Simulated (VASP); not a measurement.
A run of VASP 6.6.1 is set up as follows.

The input INCAR:

```
SYSTEM = TaSi3
PREC = Accurate
ENCUT = 600
EDIFF = 1E-6
ISMEAR = 0
SIGMA = 0.1
LREAL = .FALSE.
LASPH = .TRUE.
NELM = 60
ALGO = Normal
ISIF = 3
LWAVE = .FALSE.
LCHARG = .FALSE.
GGA = PE
IBRION = 2
NSW = 90
EDIFFG = -0.04
```

KPOINTS

```
regular mesh
0
G
  4 4 4
  0 0 0
```

File POSCAR:

```
TaSi3
1.0
    0.0000000000      4.0508626100      4.0508626100
    4.0508626100      0.0000000000      4.0508626100
    4.0508626100      4.0508626100      0.0000000000
Ta Si
2 6
Direct
    0.5000000000      0.5000000000      0.5000000000
    0.2500000000      0.2500000000      0.2500000000
    0.1830526000      0.8169474000      0.8169474000
    0.8169474000      0.1830526000      0.1830526000
    0.8169474000      0.1830526000      0.8169474000
    0.1830526000      0.8169474000      0.1830526000
    0.8169474000      0.8169474000      0.1830526000
    0.1830526000      0.1830526000      0.8169474000
```

Potentials or basis: VASP PAW PBE potentials, release 64 (Ta_pv, Si).

Launch:

```console
$ cat potpaw_PBE.64/Ta_pv/POTCAR potpaw_PBE.64/Si/POTCAR > POTCAR
$ mpirun -np 1 vasp_std > vasp.out
```

Task: Predict the space group after relaxing (to 0.05 Å).

Result: F-43m (No. 216).

Task: Predict the relaxed cell.

Result: a = 5.911 Å, b = 5.911 Å, c = 5.911 Å, α = 60.00°, β = 60.00°, γ = 60.00°.

Task: What does it give for the relaxed volume?

Result: 18.25 Å³/atom.

Task: Predict the band gap on the k mesh.

Result: Zero (band 23 reaches 7.24 eV, above the bottom of band 24 at 6.76 eV).

The path:
```csv
step,energy change (eV),largest force (eV/Å),pressure (GPa),volume (Å³)
1,0.0000,10.8544,30.30,132.95
2,2.3960,3.0098,-6.87,203.04
3,-0.7309,3.1217,-9.88,185.33
4,-3.3877,2.6826,-10.52,171.26
5,-5.9723,0.2535,-3.84,151.29
6,-5.9958,0.6435,-0.96,147.84
7,-6.0120,0.2615,-2.19,149.21
8,-6.0113,0.3525,-1.90,148.87
9,-6.0374,0.0445,1.15,144.61
10,-6.0408,0.1252,0.35,145.66
11,-6.0422,0.0549,-0.14,146.17
12,-6.0425,0.0001,0.00,146.01
```

Caveat: spin-orbit coupling is left out, which moves the levels of the heavy elements.
